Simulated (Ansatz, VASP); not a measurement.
AlGa3N4 in VASP and in Ansatz

Contents of INCAR:

```
SYSTEM = AlGa3N4
PREC = Accurate
ENCUT = 520
EDIFF = 1E-6
ISMEAR = 0
SIGMA = 0.05
LREAL = .FALSE.
LASPH = .TRUE.
NELM = 100
ALGO = Normal
ISIF = 2
LWAVE = .FALSE.
LCHARG = .FALSE.
GGA = PS
NBANDS = 41
```

KPOINTS

```
regular mesh
0
G
  6 6 6
  0 0 0
```

The input POSCAR:

```
AlGa3N4
1.0
    4.4759614126     -0.0379397427      0.1012374224
   -0.0379397427      4.4686517709     -0.0353215436
    0.1012374224     -0.0353215436      4.4629822527
Al Ga N
1 3 4
Direct
   -0.0192608172      0.0301336359      0.0269951356
    0.4656441302      0.5039659464     -0.0105136038
    0.5043677348      0.0282719360      0.5385611639
    0.0217701154      0.5241312566      0.4759232983
    0.7756646668      0.7445790118      0.2375333374
    0.7230558988      0.2283421401      0.7404365936
    0.2551737162      0.7334841902      0.7128859982
    0.2735845550      0.2070918830      0.2781780768
```

Input for Ansatz:

```yaml
crystal:
  lattice:
    - [4.4759614126, -0.0379397427, 0.1012374224]
    - [-0.0379397427, 4.4686517709, -0.0353215436]
    - [0.1012374224, -0.0353215436, 4.4629822527]
  atoms:
    - { symbol: Al, position: [-0.0192608172, 0.0301336359, 0.0269951356] }
    - { symbol: Ga, position: [0.4656441302, 0.5039659464, -0.0105136038] }
    - { symbol: Ga, position: [0.5043677348, 0.028271936, 0.5385611639] }
    - { symbol: Ga, position: [0.0217701154, 0.5241312566, 0.4759232983] }
    - { symbol: "N", position: [0.7756646668, 0.7445790118, 0.2375333374] }
    - { symbol: "N", position: [0.7230558988, 0.2283421401, 0.7404365936] }
    - { symbol: "N", position: [0.2551737162, 0.7334841902, 0.7128859982] }
    - { symbol: "N", position: [0.273584555, 0.207091883, 0.2781780768] }
basis:
  ecutwfc: 420
kpoints:
  mp_grid: { grid: [6, 6, 6] }
hamiltonian:
  xc: pbesol
scf:
  occupations: { method: gaussian, width: 0.05 }
output:
  forces: true
  stress: true
  eigenvalues: true
```

Change from the starting cell: all atoms moved at random (sigma 0.15 Å a component), cell strained at random (sigma 0.03).

Alike in both runs: task single point; functional PBEsol; k mesh 6 × 6 × 6; occupations gaussian, width 0.05 eV; no spin polarisation.

```csv
,VASP,Ansatz
version,VASP 6.6.1,Ansatz 0.2.0
potentials or method,"VASP PAW PBE potentials, release 64 (Al, Ga_d, N), cutoff 520 eV","scalar-relativistic, plane waves, PAW"
valence electrons in the cell,62,62
```

VASP gave:

| Property | Result |
| --- | --- |
| gap on the k mesh at the Fermi level (eV) | 1.51 |
| least direct gap on the mesh (eV) | 1.51 |
| pressure (GPa) | 10.2 |
| traceless stress, the component that is largest in VASP (GPa) | 12.00 |
| rms of the force components (eV/Å) | 3.098 |

Q: What did Ansatz give for the same quantities?

A: gap on the k mesh at the Fermi level (eV): 1.50; least direct gap on the mesh (eV): 1.50; pressure (GPa): 10.4; traceless stress, the component that is largest in VASP (GPa): 12.11; rms of the force components (eV/Å): 3.138.

VASP's potentials were made for PBE, not for PBEsol. Atom by atom the forces differ by 0.044 eV/Å (rms over components).
